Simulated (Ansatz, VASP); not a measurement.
B: VASP beside Ansatz

The input INCAR:

```
SYSTEM = B
PREC     = Accurate       ! precision mode
ENCUT    = 520            ! plane-wave cutoff, eV
EDIFF    = 1E-7           ! SCF threshold, eV
ISMEAR   = -1             ! smearing method
SIGMA    = 0.1            ! smearing width, eV
LREAL    = .False.        ! projectors in reciprocal space
LASPH    = .True.         ! aspherical terms in the spheres
NELM     = 100            ! most SCF steps
ALGO     = Normal         ! electronic algorithm
ISIF     = 2              ! what is computed and relaxed
LWAVE    = .False.        ! write WAVECAR
LCHARG   = .False.        ! write CHGCAR
GGA      = B5             ! functional
ALDAX    = 1.0          
AGGAX    = 1.0          
AGGAC    = 1.0          
ALDAC    = 0.0          
NBANDS   = 10             ! bands
```

The input KPOINTS:

```
Automatic mesh
0
Gamma
  15 15 15
  0 0 0
```

File POSCAR:

```
B
1.0
    0.0000000000      2.0973126432      2.0973126432
    2.0973126432      0.0000000000      2.0973126432
    2.0973126432      2.0973126432      0.0000000000
B
2
Direct
    0.1250000000      0.1250000000      0.1250000000
    0.8750000000      0.8750000000      0.8750000000
```

Input for Ansatz:

```yaml
crystal:
  lattice:
    - [0.0, 2.0973126432, 2.0973126432]
    - [2.0973126432, 0.0, 2.0973126432]
    - [2.0973126432, 2.0973126432, 0.0]
  atoms:
    - { symbol: B, position: [0.125, 0.125, 0.125] }
    - { symbol: B, position: [0.875, 0.875, 0.875] }
hamiltonian:
  xc: blyp
  pseudopotentials:
    kind: paw
    azcp:
      B: "pseudopotentials/B.paw.azcp"
basis:
  ecutwfc: 420
  fft_grid_basis: typed
kpoints:
  mp_grid: { grid: [15, 15, 15], shift: [0, 0, 0] }
magnetization:
  spin_polarized: false
scf:
  occupations: { method: fermi_dirac, width: 0.1 }
  lower_state_search: "off"
output:
  stress: true
```

Alike in both runs: task single point; functional BLYP; k mesh 15 × 15 × 15; occupations fermi-dirac, width 0.1 eV; no spin polarisation.

```csv
,VASP,Ansatz
version,VASP 6.6.1,Ansatz 0.2.0
potentials or method,"VASP PAW PBE potentials, release 64 (B), cutoff 520 eV","plane waves (420 eV) with PAW, scalar-relativistic"
valence electrons in the cell,6,6
```

|  | VASP | Ansatz | Ansatz less VASP |
| --- | --- | --- | --- |
| pressure (GPa) | -11.0 | -11.0 | -0.01 |

VASP's potentials were made for PBE, not for BLYP.
